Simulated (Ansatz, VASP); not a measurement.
**One calculation of MgO, two programs**

```
CELL_PARAMETERS angstrom
0.00000 2.14791 2.14791
2.14791 0.00000 2.14791
2.14791 2.14791 0.00000
ATOMIC_POSITIONS crystal
Mg 0.00000 0.00000 0.00000
O 0.50000 0.50000 0.50000
```

Alike in both runs: task single point; functional PBE; k mesh 10 × 10 × 10; occupations gaussian, width 0.02 eV; no spin polarisation.

|  | VASP | Ansatz |
| --- | --- | --- |
| version | VASP 6.6.1 | Ansatz 0.2.0 |
| potentials or method | VASP PAW PBE potentials, release 64 (Mg, O), cutoff 520 eV | scalar-relativistic, plane waves, PAW |
| valence electrons in the cell | 8 | 16 |

```tsv
	VASP	Ansatz	Ansatz less VASP
gap on the k mesh at the Fermi level (eV)	4.17	4.19	+0.019
least direct gap on the mesh (eV)	4.17	4.19	+0.019
pressure (GPa)	-4.9	-4.1	+0.75
```

VASP's potentials hold 8 valence electrons a cell and Ansatz's 16, so a difference there can come from the potentials and not from the codes.
